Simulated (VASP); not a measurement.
# ScAl2N3 (P6/mmm) in VASP: a series of runs, part 2 of 3

VASP 6.6.1. Earlier steps stand in the parts before.

**3. Single point, PBE**

This run uses another cell than the first one, of 28.24 Å³/atom.

File INCAR:

```
SYSTEM = ScAl2N3
PREC = Accurate
ENCUT = 520
EDIFF = 1E-6
ISMEAR = 0
SIGMA = 0.1
LREAL = .False.
LASPH = .True.
NELM = 80
ALGO = Normal
ISIF = 2
LWAVE = .False.
LCHARG = .False.
GGA = PE
NBANDS = 25
```

File KPOINTS:

```
regular mesh
0
Gamma
  6 6 10
  0 0 0
```

File POSCAR:

```
ScAl2N3
1.0
    7.4525831644      0.0000000000      0.0000000000
   -3.7262915822      6.4541263442      0.0000000000
    0.0000000000      0.0000000000      3.5231362899
Sc Al N
1 2 3
Direct
    0.0000000000      0.0000000000      0.0000000000
    0.3333333333      0.6666666667      0.0000000000
    0.6666666667      0.3333333333      0.0000000000
    0.3333333333      0.6666666667      0.5000000000
    0.6666666667      0.3333333333      0.5000000000
    0.0000000000      0.0000000000      0.5000000000
```

Potentials or basis: VASP PAW PBE potentials, release 64 (Sc_sv, Al, N).

Run with:

```console
$ cat potpaw_PBE.64/Sc_sv/POTCAR potpaw_PBE.64/Al/POTCAR potpaw_PBE.64/N/POTCAR > POTCAR
$ mpirun -np 1 vasp_std > vasp.out
```

OUTCAR:

```text
SYSTEM = ScAl2N3
   PREC = Accurate
   ENCUT = 520
   EDIFF = 1E-6
   ISMEAR = 0
   LREAL = .False.
   LASPH = .True.
   NELM = 80
   ISIF = 2
   GGA = PE

 ion  position               nearest neighbor table
   1  0.000  0.000  0.000-   6 1.76   6 1.76
   2  0.333  0.667  0.000-   4 1.76   4 1.76
   3  0.667  0.333  0.000-   5 1.76   5 1.76
   4  0.333  0.667  0.500-   2 1.76   2 1.76
   5  0.667  0.333  0.500-   3 1.76   3 1.76
   6  0.000  0.000  0.500-   1 1.76   1 1.76

  LATTYP: Found a hexagonal cell.
 ALAT       =     7.4525831644
 C/A-ratio  =     0.4727402851

  Lattice vectors:

 A1 = (   7.4525831644,   0.0000000000,   0.0000000000)
 A2 = (  -3.7262915822,   6.4541263442,   0.0000000000)
 A3 = (   0.0000000000,   0.0000000000,   3.5231362899)

Analysis of symmetry for initial positions (statically):
=====================================================================
 Subroutine PRICEL returns:
 Original cell was already a primitive cell.

 Routine SETGRP: Setting up the symmetry group for a
 hexagonal supercell.

 Subroutine GETGRP returns: Found 24 space group operations
 (whereof 24 operations were pure point group operations)
 out of a pool of 24 trial point group operations.

The static configuration has the point symmetry D_6h.

Analysis of symmetry for dynamics (positions and initial velocities):
=====================================================================
 Subroutine PRICEL returns:
 Original cell was already a primitive cell.

 Routine SETGRP: Setting up the symmetry group for a
 hexagonal supercell.

 Subroutine GETGRP returns: Found 24 space group operations
 (whereof 24 operations were pure point group operations)
 out of a pool of 24 trial point group operations.

The dynamic configuration has the point symmetry D_6h.

 Subroutine INISYM returns: Found 24 space group operations
 (whereof 24 operations are pure point group operations),
 and found     1 'primitive' translations

----------------------------------------------------------------------------------------

                                     Primitive cell

  volume of cell :     169.4626

  direct lattice vectors                    reciprocal lattice vectors
     7.452583164  0.000000000  0.000000000     0.134181663  0.077469819  0.000000000
    -3.726291582  6.454126344  0.000000000     0.000000000  0.154939638  0.000000000
     0.000000000  0.000000000  3.523136290     0.000000000  0.000000000  0.283838012

  length of vectors
     7.452583164  7.452583164  3.523136290     0.154939638  0.154939638  0.283838012

  position of ions in fractional coordinates (direct lattice)
     0.000000000  0.000000000  0.000000000
     0.333333333  0.666666667  0.000000000
     0.666666667  0.333333333  0.000000000
     0.333333333  0.666666667  0.500000000
     0.666666667  0.333333333  0.500000000
     0.000000000  0.000000000  0.500000000

  ion indices of the primitive-cell ions
   primitive index   ion index
                 1           1
                 2           2
                 3           3
                 4           4
                 5           5
                 6           6

----------------------------------------------------------------------------------------

 KPOINTS: regular mesh

Automatic generation of k-mesh.
 Grid dimensions read from file:
 generate k-points for:    6    6   10

 Generating k-lattice:

  Cartesian coordinates                     Fractional coordinates (reciprocal lattice)
     0.022363610  0.012911637  0.000000000     0.166666667  0.000000000  0.000000000
     0.000000000  0.025823273  0.000000000     0.000000000  0.166666667  0.000000000
     0.000000000  0.000000000  0.028383801     0.000000000  0.000000000  0.100000000

  Length of vectors
     0.025823273  0.025823273  0.028383801

  Shift w.r.t. Gamma in fractional coordinates (k-lattice)
     0.000000000  0.000000000  0.000000000

 Subroutine IBZKPT returns following result:
 ===========================================

 Found     42 irreducible k-points:

 Following reciprocal coordinates:
            Coordinates               Weight
  0.000000  0.000000  0.000000      1.000000
  0.166667  0.000000  0.000000      6.000000
  0.333333 -0.000000  0.000000      6.000000
  0.500000  0.000000  0.000000      3.000000
  0.166667  0.166667  0.000000      6.000000
  0.333333  0.166667  0.000000     12.000000
[... 16 lines left out ...]
  0.166667  0.000000  0.300000     12.000000
  0.333333 -0.000000  0.300000     12.000000
 [... further k-points ...]
   k-points           NKPTS =     42   k-points in BZ     NKDIM =     42   number of bands    NBANDS=     25
   number of dos      NEDOS =    301   number of ions     NIONS =      6
   total plane-waves  NPLWV =  87808
   dimension x,y,z NGX =    56 NGY =   56 NGZ =   28
   dimension x,y,z NGXF=   112 NGYF=  112 NGZF=   56
   ions per type =               1   2   3
   NGX,Y,Z   is equivalent  to a cutoff of  12.49, 12.49, 13.21 a.u.
   NGXF,Y,Z  is equivalent  to a cutoff of  24.98, 24.98, 26.42 a.u.
 SYSTEM =  ScAl2N3
   PREC   = accura    normal or accurate (medium, high low for compatibility)
   ISTART =      0    job   : 0-new  1-cont  2-samecut
   ICHARG =      2    charge: 1-file 2-atom 10-const
   ISPIN  =      1    spin polarized calculation?
   LNONCOLLINEAR =      F non collinear calculations
   LSORBIT =      F    spin-orbit coupling
   LASPH  =      T    aspherical Exc in radial PAW
   ENCUT  =  520.0 eV  38.22 Ry    6.18 a.u.  13.86 13.86  6.55*2*pi/ulx,y,z
   NELM   =     80;   NELMIN=  2; NELMDL= -5     # of ELM steps
   EDIFF  = 0.1E-05   stopping-criterion for ELM
   LREAL  =      F    real-space projection
   EDIFFG = 0.1E-04   stopping-criterion for IOM
   NSW    =      0    number of steps for IOM
   IBRION =     -1    ionic relax: 0-MD 1-quasi-New 2-CG
   NFREE  =      0    steps in history (QN), initial steepest desc. (CG)
   ISIF   =      2    stress and relaxation
   ISYM   =      2    0-nonsym 1-usesym 2-fastsym
   POTIM  = 0.5000    time-step for ionic-motion
   TEBEG  =    0.0;   TEEND  =   0.0 temperature during run
   PSTRESS=    0.0 pullay stress
   NELECT =      32.0000    total number of electrons
   NUPDOWN=      -1.0000    fix difference up-down
   EMIN   =  10.00;   EMAX   =-10.00  energy-range for DOS
   EFERMI =   0.00;   METHOD = LEGACY
   ISMEAR =     0;   SIGMA  =   0.10  broadening in eV -4-tet -1-fermi 0-gaus
   EFERMI_NEDOS =   21; number of points for ismear=-14 and -15
   IALGO  =     38    algorithm
   IMIX   =      4    mixing-type and parameters
     AMIX     =   0.40;   BMIX     =  1.00
     AMIX_MAG =   1.60;   BMIX_MAG =  1.00
  volume/ion in A,a.u.               =      28.24       190.60
  Fermi-wavevector in a.u.,A,eV,Ry     =   0.939219  1.774867 12.002141  0.882132
  Thomas-Fermi vector in A             =   2.066509
   LORBIT       =      0    0 simple, 1 ext, 2 COOP (PROOUT), +10 PAW based schemes
   GGA     = PE    functional components
   LHFCALC =     F    Hartree Fock is set to
   AEXX    =    0.0000 exact exchange contribution
   IVDW    =     0    specifies the selected vdW correction
   LEPSILON=     F    determine dielectric tensor
   LRPA    =     F    only Hartree local field effects (RPA)
 non-spin polarized calculation
 Gauss-broadening in eV      SIGMA  =   0.10
  energy-cutoff  :      520.00
  volume of cell :      169.46
 maximum number of plane-waves:      4603
 NGX is ok and might be reduce to    56
   NGX = 27   NGY = 27   NGZ = 13

 number of electron      32.0000001 magnetization

 Free energy of the ion-electron system (eV)
  ---------------------------------------------------
  ext. energy  EPLUGINS =         0.00000000
  ---------------------------------------------------
  free energy    TOTEN  =       -35.19020085 eV

  energy without entropy =      -35.18405961  energy(sigma->0) =      -35.18713023

 E-fermi :   0.7040     XC(G=0):  -6.8773

 val. band max:        0.6443923096   @ k =   0.3333   0.1667   0.1000
 cond. band min:       0.7173727966   @ k =   0.5000   0.0000   0.1000
 fundamental gap:      0.0729804871
 Fermi energy:         0.7039912046

 k-point     1 :       0.0000    0.0000    0.0000
  band No.  band energies     occupation
      1     -48.9086      2.00000
      2     -27.7711      2.00000
      3     -27.7246      2.00000
      4     -27.7246      2.00000
      5     -13.2737      2.00000
      6     -13.1843      2.00000
[... 661 lines left out ...]
     24       4.7267      0.00000
     25       5.1632      0.00000

 [... further k-points ...]
[... 5 lines left out ...]
  --------------------------------------------------------------------------------------
  -------------------------------------------------------------------------------------
  Total       -0.0614035     -0.0614035      0.5195337      0.0000000     -0.0000000      0.0000000
  in kB       -0.5805370     -0.5805370      4.9119122      0.0000000     -0.0000000      0.0000000
  external PRESSURE =       1.2502794 kB  Pullay stress =       0.0000000 kB

 VOLUME and BASIS-vectors are now :
 -----------------------------------------------------------------------------
  energy-cutoff  :      520.00
  volume of cell :      169.46
      direct lattice vectors                 reciprocal lattice vectors
     7.452583164  0.000000000  0.000000000     0.134181663  0.077469819  0.000000000
    -3.726291582  6.454126344  0.000000000     0.000000000  0.154939638  0.000000000
     0.000000000  0.000000000  3.523136290     0.000000000  0.000000000  0.283838012

 POSITION                                       TOTAL-FORCE (eV/Angst)
 -----------------------------------------------------------------------------------
      0.00000      0.00000      0.00000         0.000000      0.000000      0.000000
     -0.00000      4.30275      0.00000         0.000000     -0.000000      0.000000
      3.72629      2.15138      0.00000        -0.000000      0.000000     -0.000000
     -0.00000      4.30275      1.76157        -0.000000     -0.000000      0.000000
      3.72629      2.15138      1.76157         0.000000      0.000000      0.000000
      0.00000      0.00000      1.76157         0.000000      0.000000      0.000000
 -----------------------------------------------------------------------------------
    total drift:                                0.000000     -0.000000      0.000000

  FREE ENERGIE OF THE ION-ELECTRON SYSTEM (eV)
  ---------------------------------------------------
  free  energy   TOTEN  =       -35.1902008543 eV

  energy  without entropy=      -35.1840596125  energy(sigma->0) =      -35.18713023
```

OSZICAR:

```text
N       E                     dE             d eps       ncg     rms          rms(c)
DAV:   1     0.274522411396E+03    0.27452E+03   -0.12490E+04  2140   0.108E+03
DAV:   2    -0.898278406669E+00   -0.27542E+03   -0.25847E+03  2556   0.312E+02
DAV:   3    -0.502161187377E+02   -0.49318E+02   -0.46509E+02  3342   0.116E+02
DAV:   4    -0.525015688863E+02   -0.22855E+01   -0.22715E+01  3032   0.281E+01
DAV:   5    -0.525585953815E+02   -0.57026E-01   -0.56983E-01  2999   0.434E+00    0.296E+01
DAV:   6    -0.366057767932E+02    0.15953E+02   -0.97907E+01  3381   0.559E+01    0.115E+01
DAV:   7    -0.354475301114E+02    0.11582E+01   -0.73363E+00  2940   0.169E+01    0.721E+00
DAV:   8    -0.352276644359E+02    0.21987E+00   -0.10239E+00  3077   0.870E+00    0.144E+00
DAV:   9    -0.351870381704E+02    0.40626E-01   -0.94281E-02  3051   0.280E+00    0.637E-01
DAV:  10    -0.351882952696E+02   -0.12571E-02   -0.13768E-02  3026   0.794E-01    0.446E-01
DAV:  11    -0.351910486474E+02   -0.27534E-02   -0.83259E-03  3188   0.774E-01    0.291E-01
DAV:  12    -0.351901270619E+02    0.92159E-03   -0.20961E-03  3370   0.408E-01    0.533E-02
DAV:  13    -0.351902117364E+02   -0.84675E-04   -0.60451E-04  3094   0.119E-01    0.473E-02
DAV:  14    -0.351901989847E+02    0.12752E-04   -0.19829E-04  2748   0.711E-02    0.104E-02
DAV:  15    -0.351902015501E+02   -0.25654E-05   -0.22860E-05  2804   0.277E-02    0.818E-03
DAV:  16    -0.351902008543E+02    0.69584E-06   -0.36130E-06  2817   0.116E-02
   1 F= -.35190201E+02 E0= -.35187130E+02  d E =-.614124E-02
```

stdout:

```text
POSCAR found type information on POSCAR ScAlN
 POSCAR found :  3 types and       6 ions
 scaLAPACK will be used
 LDA part: xc-table for (Slater+PW92), standard interpolation
 POSCAR, INCAR and KPOINTS ok, starting setup
 FFT: planning ... GRIDC
 FFT: planning ... GRID_SOFT
 FFT: planning ... GRID
 WAVECAR not read
 entering main loop
```

Run time: 5.3 min. Hardware: 1 thread of Intel Xeon 8259CL, shared host; peak memory 0.39 GiB.

Results:

```
Free energy            : -35.1902 eV
Pressure               : 0.1 GPa
Band gap on the k mesh : zero (bands 16 and 17 overlap by 0.52 eV)
```

Levels at points of the mesh, in eV from the Fermi level:
```tsv
k point	band 12	band 13	band 14	band 15	band 16	band 17	band 18	band 19	band 20	band 21
(0.00, 0.00, 0.00)	-2.49	-2.49	-1.64	-1.64	-1.37	0.91	1.41	1.50	1.50	1.98
(0.50, 0.00, 0.00)	-2.57	-2.12	-1.85	-1.73	0.05	0.16	0.77	0.91	1.45	1.99
(0.00, 0.00, 0.50)	-3.61	-1.67	-1.67	-1.35	-1.35	0.99	1.11	1.11	2.52	2.52
(0.50, 0.00, 0.50)	-3.60	-1.67	-1.62	-1.43	-1.33	0.61	1.26	1.64	1.68	1.76
```

(Continued in part 3 of 3.)
